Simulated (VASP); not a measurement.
# GaN (F-43m) in VASP: a series of runs, part 2 of 2

VASP 6.6.1. Earlier steps stand in the parts before.

## (6) Relaxation of cell and atoms, PBE, target pressure 40 GPa, at which the enthalpy is minimised

INCAR

```
SYSTEM = GaN
PREC = Accurate ; ENCUT = 600
EDIFF = 1E-7 ; ISMEAR = 0
SIGMA = 0.01 ; LREAL = .False.
LASPH = .True. ; NELM = 120
ALGO = Normal ; ISIF = 3
LWAVE = .False. ; LCHARG = .False.
GGA = PE ; IBRION = 2
NSW = 80 ; EDIFFG = -0.01
PSTRESS = 400.0 ; GGA_COMPAT = .False.
NELMIN = 4
```

KPOINTS

```
Automatic mesh
0
Gamma
  8 8 8
  0 0 0
```

POSCAR

```
GaN
1.0
    0.0000000000      2.2535000000      2.2535000000
    2.2535000000      0.0000000000      2.2535000000
    2.2535000000      2.2535000000      0.0000000000
Ga N
1 1
Direct
    0.0000000000      0.0000000000      0.0000000000
    0.7500000000      0.7500000000      0.7500000000
```

Potentials or basis: VASP PAW PBE potentials, release 64 (Ga_d, N).

The run is started by

```
cat potpaw_PBE.64/Ga_d/POTCAR potpaw_PBE.64/N/POTCAR > POTCAR
mpirun -np 1 vasp_std > vasp.out
```

OUTCAR:

```text
SYSTEM = GaN
   PREC = Accurate
   ENCUT = 600
   EDIFF = 1E-7
   ISMEAR = 0
   LREAL = .False.
   LASPH = .True.
   NELM = 120
   ISIF = 3
   GGA = PE
   IBRION = 2
   NSW = 80
   EDIFFG = -0.01
   PSTRESS = 400.0
   NELMIN = 4

 ion  position               nearest neighbor table
   1  0.000  0.000  0.000-   2 1.95   2 1.95   2 1.95   2 1.95
   2  0.750  0.750  0.750-   1 1.95   1 1.95   1 1.95   1 1.95

  LATTYP: Found a face centered cubic cell.
 ALAT       =     4.5070000000

  Lattice vectors:

 A1 = (   0.0000000000,   2.2535000000,   2.2535000000)
 A2 = (   2.2535000000,   0.0000000000,   2.2535000000)
 A3 = (   2.2535000000,   2.2535000000,   0.0000000000)

Analysis of symmetry for initial positions (statically):
=====================================================================
 Subroutine PRICEL returns:
 Original cell was already a primitive cell.

 Routine SETGRP: Setting up the symmetry group for a
 face centered cubic supercell.

 Subroutine GETGRP returns: Found 24 space group operations
 (whereof 24 operations were pure point group operations)
 out of a pool of 48 trial point group operations.

The static configuration has the point symmetry T_d .

Analysis of symmetry for dynamics (positions and initial velocities):
=====================================================================
 Subroutine PRICEL returns:
 Original cell was already a primitive cell.

 Routine SETGRP: Setting up the symmetry group for a
 face centered cubic supercell.

 Subroutine GETGRP returns: Found 24 space group operations
 (whereof 24 operations were pure point group operations)
 out of a pool of 48 trial point group operations.

The dynamic configuration has the point symmetry T_d .

 Subroutine INISYM returns: Found 24 space group operations
 (whereof 24 operations are pure point group operations),
 and found     1 'primitive' translations

----------------------------------------------------------------------------------------

                                     Primitive cell

[... 122 lines left out ...]
 non-spin polarized calculation
 Gauss-broadening in eV      SIGMA  =   0.01
  energy-cutoff  :      600.00
  volume of cell :       22.89
 maximum number of plane-waves:       778
 NGX is ok and might be reduce to    28
   NGX = 13   NGY = 13   NGZ = 13

--------------------------------------- Ionic step        1  -------------------------------------------

 number of electron      18.0000005 magnetization

 Free energy of the ion-electron system (eV)
  ---------------------------------------------------
  ext. energy  EPLUGINS =         0.00000000
  ---------------------------------------------------
  free energy    TOTEN  =       -12.14419098 eV

  energy without entropy =      -12.14419098  energy(sigma->0) =      -12.14419098

------------------------ aborting loop because EDIFF is reached ----------------------------------------

  FORCE on cell =-STRESS in cart. coord.  units (eV):
  Direction    XX          YY          ZZ          XY          YZ          ZX
  --------------------------------------------------------------------------------------
  -------------------------------------------------------------------------------------
  Total        0.7017734      0.7017734      0.7017734      0.0000000      0.0000000      0.0000000
  in kB       49.1252556     49.1252556     49.1252556      0.0000000      0.0000000      0.0000000
  external PRESSURE =    -350.8747444 kB  Pullay stress =     400.0000000 kB
[... 25 lines left out ...]
--------------------------------------- Ionic step        2  -------------------------------------------

 number of electron      18.0000005 magnetization

 E-fermi :  10.6987     XC(G=0): -13.9037

 val. band max:       10.5697464742   @ k =   0.0000   0.0000   0.0000
 cond. band min:      13.9489604835   @ k =   0.5000   0.5000   0.0000
 fundamental gap:      3.3792140092
 Fermi energy:        10.6986641692

 k-point     1 :       0.0000    0.0000    0.0000
  band No.  band energies     occupation
      1      -9.5854      2.00000
      2      -4.0634      2.00000
      3      -4.0634      2.00000
      4      -4.0634      2.00000
      5      -3.0918      2.00000
      6      -3.0918      2.00000
      7      10.5697      2.00000
      8      10.5697      2.00000
      9      10.5697      2.00000
     10      14.6920      0.00000
     11      23.3325      0.00000
     12      23.3325      0.00000
     13      23.3325      0.00000
[... 481 lines left out ...]
--------------------------------------- Ionic step        5  -------------------------------------------

 number of electron      18.0000003 magnetization

 Free energy of the ion-electron system (eV)
  ---------------------------------------------------
  ext. energy  EPLUGINS =         0.00000000
  ---------------------------------------------------
  free energy    TOTEN  =       -11.76904176 eV

  energy without entropy =      -11.76904176  energy(sigma->0) =      -11.76904176

 E-fermi :   7.0064     XC(G=0): -12.4200

 val. band max:        6.8938700046   @ k =   0.0000   0.0000   0.0000
 cond. band min:       9.5013961597   @ k =   0.0000   0.0000   0.0000
 fundamental gap:      2.6075261551
 Fermi energy:         7.0063956471

 k-point     1 :       0.0000    0.0000    0.0000
  band No.  band energies     occupation
      1     -10.3186      2.00000
      2      -6.7524      2.00000
      3      -6.7524      2.00000
      4      -6.7524      2.00000
      5      -6.2652      2.00000
      6      -6.2652      2.00000
      7       6.8939      2.00000
      8       6.8939      2.00000
      9       6.8939      2.00000
     10       9.5014      0.00000
     11      18.0660      0.00000
     12      18.0660      0.00000
     13      18.0660      0.00000
[... 401 lines left out ...]
  energy  without entropy=      -11.7690417624  energy(sigma->0) =      -11.76904176

  enthalpy is  TOTEN    =        -6.7863924822 eV   P V=        4.9826492801

 reached required accuracy - stopping structural energy minimisation
```

OSZICAR:

```text
N       E                     dE             d eps       ncg     rms          rms(c)
DAV:   1     0.953327513023E+02    0.95333E+02   -0.10266E+04   794   0.267E+03
DAV:   2    -0.602008564049E+01   -0.10135E+03   -0.93757E+02   854   0.378E+02
DAV:   3    -0.140171987350E+02   -0.79971E+01   -0.79433E+01   889   0.961E+01
[... 49 lines left out ...]
DAV:   2    -0.117692872618E+02    0.86585E-03   -0.13708E-03   904   0.139E+00    0.932E-02
DAV:   3    -0.117690658719E+02    0.22139E-03   -0.24136E-04   929   0.640E-01    0.212E-02
DAV:   4    -0.117690419503E+02    0.23922E-04   -0.44268E-05   936   0.105E-01    0.252E-03
DAV:   5    -0.117690417601E+02    0.19022E-06   -0.12129E-06   834   0.164E-02    0.203E-03
DAV:   6    -0.117690417624E+02   -0.22333E-08   -0.23253E-08   472   0.193E-03
   5 F= -.67863925E+01 E0= -.67863925E+01  d E =-.356357E+00
```

CONTCAR:

```text
GaN
   1.00000000000000
    -0.0000000000000000    2.1529154354947888    2.1529154354947888
     2.1529154354947888    0.0000000000000000    2.1529154354947888
     2.1529154354947888    2.1529154354947888    0.0000000000000000
  Ga              N
     1     1
Direct
     0.0000000000000000    0.0000000000000000    0.0000000000000000
     0.7500000000000000    0.7500000000000000    0.7500000000000000

  0.00000000E+00  0.00000000E+00  0.00000000E+00
  0.00000000E+00  0.00000000E+00  0.00000000E+00
```

It took 38 s on 1 thread of Intel Xeon Platinum 8488C (Sapphire Rapids), shared host; peak memory 0.17 GiB.

What came out:

```yaml
Free_energy: -11.7690 eV
Relaxed_volume: 9.98 Å³/atom
Relaxed_cell: a = 3.045 Å, b = 3.045 Å, c = 3.045 Å, α = 60.00°, β = 60.00°, γ = 60.00°
Space_group_after_relaxing_to_0.05_Å: F-43m (No. 216)
Energy_change_on_relaxing_the_enthalpy_is_what_falls: +187.6 meV/atom
Ionic_steps: 5
Pressure_after_relaxing: 40.2 GPa
Band_gap_on_the_k_mesh: 2.61 eV, direct
```

Step by step:
| step | energy change (eV) | largest force (eV/Å) | pressure (GPa) | volume (Å³) |
| --- | --- | --- | --- | --- |
| 1 | 0.0000 | 0.0000 | 4.91 | 22.89 |
| 2 | 2.9658 | 0.0000 | 172.06 | 15.55 |
| 3 | 0.3217 | 0.0000 | 36.46 | 20.18 |
| 4 | 0.3616 | 0.0000 | 39.35 | 20.01 |
| 5 | 0.3751 | 0.0000 | 40.16 | 19.96 |

Final structure:
```
Ga N
1.0
     0.00000    2.15292    2.15292
     2.15292    0.00000    2.15292
     2.15292    2.15292    0.00000
Ga N
1 1
Direct
  0.00000 0.00000 0.00000
  0.75000 0.75000 0.75000
```

Caveat: the cell is relaxed towards a set pressure, so the enthalpy falls and the energy may rise.

## (7) The runs side by side

```csv
cell,gap on the mesh (eV),pressure (GPa)
relaxed,1.55,0.0
relaxed to 10 GPa,1.89,10.0
relaxed to 20 GPa,2.16,20.0
relaxed to 30 GPa,2.40,30.0
relaxed to 40 GPa,2.61,40.2
```

Alike in all rows: task relaxation of cell and atoms; level PBE; potentials or basis VASP PAW PBE potentials, release 64 (Ga_d, N); no spin polarisation; k mesh 8 × 8 × 8; cutoff (eV) 600; smearing gaussian 0.01 eV.

Caveats: the cell is relaxed towards a set pressure, so the enthalpy falls and the energy may rise (some runs).

Absolute energies hang on the potentials; compare differences alone.
